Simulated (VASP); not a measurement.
Set up this calculation in VASP 6.6.1, as the native input.

```yaml
Task: relaxation of cell and atoms
Functional: PBE
Potentials_or_basis: VASP PAW PBE potentials, release 64 (Mg_sv, O)
Cutoff: 840 eV
k_mesh: 6 × 6 × 8
Occupations: gaussian, width 0.1 eV
Spin: no spin polarisation
Dipole_correction: no
Further_INCAR_settings: ALGO = Normal; EDIFF = 1e-07; IBRION = 2; EDIFFG = -0.04; NSW = 90; ISIF = 3
```

The structure of MgO lies in POSCAR:

```
MgO
1.0
    3.6416115100      0.0000000000      0.0000000000
    0.0000000000      3.6416115100      0.0000000000
    0.0000000000      0.0000000000      2.4136713000
Mg O
1 1
Direct
    0.5000000000      0.5000000000      0.0000000000
    0.0000000000      0.0000000000      0.0000000000
```

The cell was generated, and may not be a known phase.

One way to write it, as run:

INCAR

```
PREC     = Accurate       # precision mode
ENCUT    = 840            # plane-wave cutoff, eV
EDIFF    = 1E-7           # SCF threshold, eV
ISMEAR   = 0              # smearing method
SIGMA    = 0.1            # smearing width, eV
LREAL    = F              # projectors in reciprocal space
LASPH    = T              # aspherical terms in the spheres
NELM     = 120            # most SCF steps
ALGO     = Normal         # electronic algorithm
ISIF     = 3              # what is computed and relaxed
LWAVE    = F              # write WAVECAR
LCHARG   = F              # write CHGCAR
GGA      = PE             # functional
IBRION   = 2              # ionic algorithm
NSW      = 90             # ionic steps
EDIFFG   = -0.04          # ionic threshold
GGA_COMPAT= F            
NELMIN   = 4
```

KPOINTS

```
Automatic mesh
0
Gamma
  6 6 8
```

Potentials or basis: VASP PAW PBE potentials, release 64 (Mg_sv, O).

Command:

```console
$ cat potpaw_PBE.64/Mg_sv/POTCAR potpaw_PBE.64/O/POTCAR > POTCAR
$ mpirun -np 1 vasp_std > vasp.out
```

Results of the run:

```json
{
  "Relaxed volume": "13.70 Å³/atom",
  "Relaxed cell": "a = 2.823 Å, b = 2.823 Å, c = 3.437 Å, α = 90.00°, β = 90.00°, γ = 90.00°",
  "Space group after relaxing (to 0.1 Å)": "P4/mmm (No. 123)",
  "Pressure after relaxing": "0.3 GPa",
  "Band gap on the k mesh": "1.57 eV (least direct gap 2.25 eV)"
}
```

Caveat: a cell axis changed by over 15 % at a fixed basis, so the end point is rough.

It took 3.4 min on 1 thread of AMD EPYC 9R45 96-Core Processor (Zen 5), on a shared host, peak memory 0.18 GiB.
